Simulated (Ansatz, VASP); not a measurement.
Two plane-wave programs on InP

The input POSCAR:

```
InP
1.0
    0.0000000000      3.0114967366      3.0114967366
    3.0114967366      0.0000000000      3.0114967366
    3.0114967366      3.0114967366      0.0000000000
In P
1 1
Direct
    0.0000000000      0.0000000000      0.0000000000
    0.2500000000      0.2500000000      0.2500000000
```

INCAR.step1

```
SYSTEM = InP
PREC = Accurate ; ENCUT = 520
ISMEAR = 0 ; SIGMA = 0.02
LREAL = .False. ; LASPH = .True.
NELM = 60 ; NBANDS = 16
GGA = PE ; ALGO = Normal
EDIFF = 1E-4 ; LWAVE = .True.
LCHARG = .False.
```

File INCAR.step2:

```
SYSTEM = InP
PREC = Accurate ; ENCUT = 520
EDIFF = 1E-6 ; ISMEAR = 0
SIGMA = 0.02 ; LREAL = .False.
LASPH = .True. ; NELM = 60
ALGO = Normal ; ISIF = 2
LWAVE = .False. ; LCHARG = .False.
METAGGA = R2SCAN ; LMIXTAU = .True.
NBANDS = 16 ; ISTART = 1
```

Contents of KPOINTS:

```
regular mesh
0
Gamma
  8 8 8
  0 0 0
```

Input for Ansatz:

```yaml
crystal:
  lattice:
    - [0.0, 3.0114967544, 3.0114967544]
    - [3.0114967544, 0.0, 3.0114967544]
    - [3.0114967544, 3.0114967544, 0.0]
  atoms:
    - { symbol: In, position: [0.0, 0.0, 0.0] }
    - { symbol: P, position: [0.25, 0.25, 0.25] }
basis:
  ecutwfc: 500
kpoints:
  mp_grid: { grid: [8, 8, 8] }
hamiltonian:
  xc: r2scan
scf:
  occupations: { method: gaussian, width: 0.02 }
output:
  forces: true
  stress: true
  eigenvalues: true
```

Alike in both runs: task single point; functional r2SCAN; k mesh 8 × 8 × 8; occupations gaussian, width 0.02 eV; no spin polarisation.

|  | VASP | Ansatz |
| --- | --- | --- |
| version | VASP 6.6.1 | Ansatz 0.2.0 |
| potentials or method | VASP PAW PBE potentials, release 64 (In_d, P), cutoff 520 eV | scalar-relativistic, plane waves, PAW |
| valence electrons in the cell | 18 | 18 |

```tsv
	VASP	Ansatz	Ansatz less VASP
gap on the k mesh at the Fermi level (eV)	0.69	0.69	-0.002
least direct gap on the mesh (eV)	0.69	0.69	-0.002
pressure (GPa)	-3.6	-3.5	+0.08
```

VASP's potentials were made for PBE, not for r2SCAN.
